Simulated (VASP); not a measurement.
# Li (Cmce) in VASP: single point with r2SCAN

Aim: the single point of Li with r2SCAN.

Program: VASP 6.6.1. These are calculated values, not measurements. Logs are shortened: lines on timing, memory, paths and dates and some standing lists are left out, and cuts for length are marked.

## (1) The cell of the first run

It takes space group Cmce (No. 64, orthorhombic). Conventional cell: a = 2.993 Å, b = 9.019 Å, c = 3.665 Å, α = 90.00°, β = 90.00°, γ = 90.00°. Within 2.7 Å of Li (site symmetry m) lie 3 Li at 2.03 to 2.04 Å.

## (2) Single point, r2SCAN

POSCAR

```
Li
1.0
   -2.9927810000      0.0000000000      0.0000000000
    0.0000000000     -3.6651320000      0.0000000000
    1.4963910000      0.0000000000      4.5096700000
Li
4
Direct
    0.1100000000      0.9400000000      0.2200000000
    0.6100000000      0.5600000000      0.2200000000
    0.8900000000      0.0600000000      0.7800000000
    0.3900000000      0.4400000000      0.7800000000
```

INCAR.step1

```
SYSTEM = Li
PREC = Accurate
ENCUT = 520
ISMEAR = -1
SIGMA = 0.1
LREAL = .FALSE.
LASPH = .TRUE.
NELM = 100
NBANDS = 14
GGA = PE
ALGO = Normal
EDIFF = 1E-4
LWAVE = .TRUE.
LCHARG = .FALSE.
```

INCAR.step2

```
SYSTEM = Li
PREC = Accurate
ENCUT = 520
EDIFF = 1E-6
ISMEAR = -1
SIGMA = 0.1
LREAL = .FALSE.
LASPH = .TRUE.
NELM = 100
ALGO = Normal
ISIF = 2
LWAVE = .FALSE.
LCHARG = .FALSE.
METAGGA = R2SCAN
LMIXTAU = .TRUE.
NBANDS = 14
ISTART = 1
```

KPOINTS

```
Automatic mesh
0
G
  10 8 10
  0 0 0
```

Potentials or basis: VASP PAW PBE potentials, release 64 (Li_sv).

The run is started by

```
$ cat potpaw_PBE.64/Li_sv/POTCAR > POTCAR
$ cp INCAR.step1 INCAR
$ mpirun -np 1 vasp_std > vasp.out
$ cp INCAR.step2 INCAR
$ mpirun -np 1 vasp_std > vasp.out
```

OUTCAR:

```text
SYSTEM = Li
   PREC = Accurate
   ENCUT = 520
   EDIFF = 1E-6
   ISMEAR = -1
   LREAL = .FALSE.
   LASPH = .TRUE.
   NELM = 100
   ISIF = 2
   METAGGA = R2SCAN
   ISTART = 1

 ion  position               nearest neighbor table
   1  0.110  0.940  0.220-   3 2.03   2 2.04   2 2.04
   2  0.610  0.560  0.220-   4 2.03   1 2.04   1 2.04
   3  0.890  0.060  0.780-   1 2.03   4 2.04   4 2.04
   4  0.390  0.440  0.780-   2 2.03   3 2.04   3 2.04

  LATTYP: Found a base centered orthorhombic cell.
 ALAT       =     2.9927810000
 B/A-ratio  =     3.0136986301
 C/A-ratio  =     1.2246576011

  Lattice vectors:

 A1 = (   1.4963900000,   0.0000000000,  -4.5096700000)
 A2 = (   1.4963910000,   0.0000000000,   4.5096700000)
 A3 = (   0.0000000000,  -3.6651320000,   0.0000000000)

Analysis of symmetry for initial positions (statically):
=====================================================================
 Subroutine PRICEL returns:
 Original cell was already a primitive cell.

 Routine SETGRP: Setting up the symmetry group for a
 base centered orthorhombic supercell.

 Subroutine GETGRP returns: Found  8 space group operations
 (whereof  4 operations were pure point group operations)
 out of a pool of  8 trial point group operations.

The static configuration has the point symmetry C_2h.
 The point group associated with its full space group is D_2h.

Analysis of symmetry for dynamics (positions and initial velocities):
=====================================================================
 Subroutine PRICEL returns:
 Original cell was already a primitive cell.

 Routine SETGRP: Setting up the symmetry group for a
 base centered orthorhombic supercell.

 Subroutine GETGRP returns: Found  8 space group operations
 (whereof  4 operations were pure point group operations)
 out of a pool of  8 trial point group operations.

The dynamic configuration has the point symmetry C_2h.
 The point group associated with its full space group is D_2h.

 Subroutine INISYM returns: Found  8 space group operations
 (whereof  4 operations are pure point group operations),
 and found     1 'primitive' translations

----------------------------------------------------------------------------------------

                                     Primitive cell

  volume of cell :      49.4663

  direct lattice vectors                    reciprocal lattice vectors
    -2.992781000  0.000000000  0.000000000    -0.334137379  0.000000000  0.110872895
     0.000000000 -3.665132000  0.000000000     0.000000000 -0.272841469  0.000000000
     1.496391000  0.000000000  4.509670000     0.000000000  0.000000000  0.221745715

  length of vectors
     2.992781000  3.665132000  4.751453413     0.352051966  0.272841469  0.221745715

  position of ions in fractional coordinates (direct lattice)
     0.110000000  0.940000000  0.220000000
     0.610000000  0.560000000  0.220000000
     0.890000000  0.060000000  0.780000000
     0.390000000  0.440000000  0.780000000

  ion indices of the primitive-cell ions
   primitive index   ion index
                 1           1
                 2           2
                 3           3
                 4           4

----------------------------------------------------------------------------------------

 KPOINTS: Automatic mesh

Automatic generation of k-mesh.
 Grid dimensions read from file:
 generate k-points for:   10    8   10

 Generating k-lattice:

  Cartesian coordinates                     Fractional coordinates (reciprocal lattice)
    -0.033413738  0.000000000  0.011087289     0.100000000  0.000000000  0.000000000
     0.000000000 -0.034105184  0.000000000     0.000000000  0.125000000  0.000000000
     0.000000000  0.000000000  0.022174572     0.000000000  0.000000000  0.100000000

  Length of vectors
     0.035205197  0.034105184  0.022174572

  Shift w.r.t. Gamma in fractional coordinates (k-lattice)
     0.000000000  0.000000000  0.000000000

 Subroutine IBZKPT returns following result:
 ===========================================

 Found    155 irreducible k-points:

 Following reciprocal coordinates:
            Coordinates               Weight
  0.000000  0.000000  0.000000      1.000000
  0.100000  0.000000  0.000000      4.000000
  0.200000  0.000000  0.000000      4.000000
  0.300000  0.000000  0.000000      4.000000
  0.400000  0.000000  0.000000      4.000000
  0.500000  0.000000  0.000000      2.000000
[... 16 lines left out ...]
  0.400000  0.375000  0.000000      8.000000
  0.500000  0.375000  0.000000      4.000000
 [... further k-points ...]
   k-points           NKPTS =    155   k-points in BZ     NKDIM =    155   number of bands    NBANDS=     14
   number of dos      NEDOS =    301   number of ions     NIONS =      4
   total plane-waves  NPLWV =  24192
   dimension x,y,z NGX =    24 NGY =   28 NGZ =   36
   dimension x,y,z NGXF=    48 NGYF=   56 NGZF=   72
   ions per type =               4
   NGX,Y,Z   is equivalent  to a cutoff of  13.33, 12.70, 12.60 a.u.
   NGXF,Y,Z  is equivalent  to a cutoff of  26.66, 25.40, 25.19 a.u.
 SYSTEM =  Li
   PREC   = accura    normal or accurate (medium, high low for compatibility)
   ISTART =      1    job   : 0-new  1-cont  2-samecut
   ICHARG =      0    charge: 1-file 2-atom 10-const
   ISPIN  =      1    spin polarized calculation?
   LNONCOLLINEAR =      F non collinear calculations
   LSORBIT =      F    spin-orbit coupling
   LASPH  =      T    aspherical Exc in radial PAW
   ENCUT  =  520.0 eV  38.22 Ry    6.18 a.u.   5.56  6.81  8.83*2*pi/ulx,y,z
   NELM   =    100;   NELMIN=  2; NELMDL=  0     # of ELM steps
   EDIFF  = 0.1E-05   stopping-criterion for ELM
   LREAL  =      F    real-space projection
   EDIFFG = 0.1E-04   stopping-criterion for IOM
   NSW    =      0    number of steps for IOM
   IBRION =     -1    ionic relax: 0-MD 1-quasi-New 2-CG
   NFREE  =      0    steps in history (QN), initial steepest desc. (CG)
   ISIF   =      2    stress and relaxation
   ISYM   =      2    0-nonsym 1-usesym 2-fastsym
   POTIM  = 0.5000    time-step for ionic-motion
   TEBEG  =    0.0;   TEEND  =   0.0 temperature during run
   PSTRESS=    0.0 pullay stress
   NELECT =      12.0000    total number of electrons
   NUPDOWN=      -1.0000    fix difference up-down
   EMIN   =  10.00;   EMAX   =-10.00  energy-range for DOS
   EFERMI =   0.00;   METHOD = LEGACY
   ISMEAR =    -1;   SIGMA  =   0.10  broadening in eV -4-tet -1-fermi 0-gaus
   EFERMI_NEDOS =   21; number of points for ismear=-14 and -15
   IALGO  =     38    algorithm
   IMIX   =      4    mixing-type and parameters
     AMIX     =   0.40;   BMIX     =  1.00
     AMIX_MAG =   1.60;   BMIX_MAG =  1.00
  volume/ion in A,a.u.               =      12.37        83.45
  Fermi-wavevector in a.u.,A,eV,Ry     =   1.021015  1.929439 14.183689  1.042472
  Thomas-Fermi vector in A             =   2.154616
   LORBIT       =      0    0 simple, 1 ext, 2 COOP (PROOUT), +10 PAW based schemes
   METAGGA = R2SCAN    functional components
   LHFCALC =     F    Hartree Fock is set to
   AEXX    =    0.0000 exact exchange contribution
   IVDW    =     0    specifies the selected vdW correction
   LEPSILON=     F    determine dielectric tensor
   LRPA    =     F    only Hartree local field effects (RPA)
 non-spin polarized calculation
  energy-cutoff  :      520.00
  volume of cell :       49.47
 maximum number of plane-waves:      1388
 NGX is ok and might be reduce to    24
   NGX = 11   NGY = 13   NGZ = 17

 number of electron      12.0000027 magnetization

 Free energy of the ion-electron system (eV)
  ---------------------------------------------------
  ext. energy  EPLUGINS =         0.00000000
  ---------------------------------------------------
  free energy    TOTEN  =        -7.26320284 eV

  energy without entropy =       -7.22701451  energy(sigma->0) =       -7.24510868

 E-fermi :   2.4707     XC(G=0):  -8.8337

 val. band max:        2.4668728611   @ k =  -0.4000   0.2500   0.2000
 cond. band min:       2.4720242689   @ k =   0.1000   0.3750   0.2000
 fundamental gap:      0.0051514078
 Fermi energy:         2.4707225739

 k-point     1 :       0.0000    0.0000    0.0000
  band No.  band energies     occupation
      1     -46.0372      2.00000
      2     -45.8702      2.00000
      3     -45.7281      2.00000
      4     -45.5940      2.00000
      5      -1.8311      2.00000
      6       1.3451      1.99997
      7       4.7684      0.00000
      8       7.3120      0.00000
      9       8.5658      0.00000
     10      10.5394      0.00000
     11      11.4787      0.00000
     12      12.0369      0.00000
     13      12.2092      0.00000
     14      13.6239      0.00000

 k-point     2 :       0.1000    0.0000    0.0000
  band No.  band energies     occupation
      1     -46.0285      2.00000
      2     -45.8632      2.00000
      3     -45.7344      2.00000
      4     -45.6005      2.00000
      5      -1.7142      2.00000
      6       1.4724      1.99991
      7       4.9766      0.00000
      8       7.3585      0.00000
      9       7.6269      0.00000
     10      10.2095      0.00000
     11      11.1055      0.00000
     12      11.3857      0.00000
     13      12.4051      0.00000
     14      14.0161      0.00000
[... 343 lines left out ...]
      1     -45.8950      2.00000
      2     -45.8621      2.00000
      3     -45.7351      2.00000
      4     -45.7062      2.00000
      5       0.7657      2.00000
      6       1.8101      1.99730
      7       4.1491      0.00000
      8       4.7980      0.00000
      9       7.2178      0.00000
     10       7.4760      0.00000
     11       8.7755      0.00000
     12       9.5394      0.00000
     13      12.0881      0.00000
     14      12.3308      0.00000

 k-point    24 :       0.5000    0.3750    0.0000
  band No.  band energies     occupation
      1     -45.8684      2.00000
      2     -45.8684      2.00000
      3     -45.7292      2.00000
      4     -45.7292      2.00000
      5       1.4602      1.99992
      6       1.4602      1.99992
      7       4.3596      0.00000
      8       4.3596      0.00000
      9       7.2335      0.00000
     10       7.2335      0.00000
     11       9.0353      0.00000
     12       9.0353      0.00000
     13      12.1733      0.00000
     14      12.1733      0.00000

 [... further k-points ...]

------------------------ aborting loop because EDIFF is reached ----------------------------------------

  FORCE on cell =-STRESS in cart. coord.  units (eV):
  Direction    XX          YY          ZZ          XY          YZ          ZX
  --------------------------------------------------------------------------------------
  -------------------------------------------------------------------------------------
  Total        6.3177884      3.9036556      4.1284145      0.0000000      0.0000000      0.0000005
  in kB      204.6286017    126.4365833    133.7163636      0.0000000      0.0000000      0.0000148
  external PRESSURE =     154.9271829 kB  Pullay stress =       0.0000000 kB

 VOLUME and BASIS-vectors are now :
 -----------------------------------------------------------------------------
  energy-cutoff  :      520.00
  volume of cell :       49.47
      direct lattice vectors                 reciprocal lattice vectors
    -2.992781000  0.000000000  0.000000000    -0.334137379  0.000000000  0.110872895
     0.000000000 -3.665132000  0.000000000     0.000000000 -0.272841469  0.000000000
     1.496391000  0.000000000  4.509670000     0.000000000  0.000000000  0.221745715

 POSITION                                       TOTAL-FORCE (eV/Angst)
 -----------------------------------------------------------------------------------
      0.00000     -3.44522      0.99213         0.000000     -1.194422      1.098143
     -1.49639     -2.05247      0.99213         0.000000      1.194422      1.098143
     -1.49639     -0.21991      3.51754        -0.000000      1.194422     -1.098143
      0.00000     -1.61266      3.51754        -0.000000     -1.194422     -1.098143
 -----------------------------------------------------------------------------------
    total drift:                               -0.000000     -0.000000     -0.000000

  FREE ENERGIE OF THE ION-ELECTRON SYSTEM (eV)
  ---------------------------------------------------
  free  energy   TOTEN  =        -7.2632028398 eV

  energy  without entropy=       -7.2270145107  energy(sigma->0) =       -7.24510868
```

It took 13 min on 1 thread of Oxide Virtual Turin-like, shared host; peak memory 0.18 GiB.

What came out:

| Quantity | Value |
| --- | --- |
| Free energy | -7.2632 eV |
| Largest force | 1.623 eV/Å |
| Band gap on the k mesh | zero (band 6 reaches 3.17 eV, above the bottom of band 7 at 2.13 eV) |

Forces in eV/Å, atoms in the order of the input:
```
Li   0.000 -1.194  1.098
Li   0.000  1.194  1.098
Li   0.000  1.194 -1.098
Li   0.000 -1.194 -1.098
```

Levels at points of the mesh, in eV from the Fermi level:
| k point | band 4 | band 5 | band 6 | band 7 | band 8 | band 9 |
| --- | --- | --- | --- | --- | --- | --- |
| (0.00, 0.00, 0.00) | -48.06 | -4.30 | -1.13 | 2.30 | 4.84 | 6.10 |
| (0.50, 0.00, 0.00) | -48.20 | -1.24 | -1.24 | 1.63 | 1.63 | 6.39 |
| (0.00, 0.50, 0.00) | -48.13 | -2.49 | -2.49 | 1.75 | 1.75 | 5.66 |
| (0.50, 0.50, 0.00) | -48.20 | -0.96 | -0.96 | 1.89 | 1.89 | 4.82 |
| (0.00, 0.00, 0.50) | -48.07 | -3.26 | -3.14 | 3.84 | 5.09 | 6.80 |
| (0.00, 0.50, 0.50) | -48.14 | -1.85 | -1.85 | -0.21 | -0.21 | 9.64 |

Caveat: the cutoff is under 1.25 times the usual one of these potentials, so pressure, stress and relaxed cells hold a basis-set (Pulay) error; the PAW data sets were made with another functional, which shifts forces and pressure a little.
